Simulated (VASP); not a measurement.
The system is AgCl (Chlorargyrite).

```
Ag Cl
1.0
     0.00000    2.71664    2.71664
     2.71664    0.00000    2.71664
     2.71664    2.71664    0.00000
Ag Cl
1 1
Direct
  0.00000 0.00000 0.00000
  0.50000 0.50000 0.50000
```

Program: VASP 6.6.1. Alike in all runs: task single point; no spin polarisation; cell as given; cutoff (eV) 520; smearing fermi-dirac 0.05 eV.

Task: Order these runs on this cell by their pressure, lowest first.
A. level LDA; potentials or basis VASP PAW LDA potentials, release 64 (Ag, Cl); k mesh 8 × 8 × 8
B. level r2SCAN; potentials or basis VASP PAW PBE potentials, release 64 (Ag, Cl); k mesh 8 × 8 × 8
C. level PBE; potentials or basis VASP PAW PBE potentials, release 64 (Ag, Cl); k mesh 7 × 7 × 7

Result: A (-2.7 GPa), B (3.5 GPa), C (5.1 GPa).

Caveats: the PAW data sets were made with another functional, which shifts forces and pressure a little (some runs).
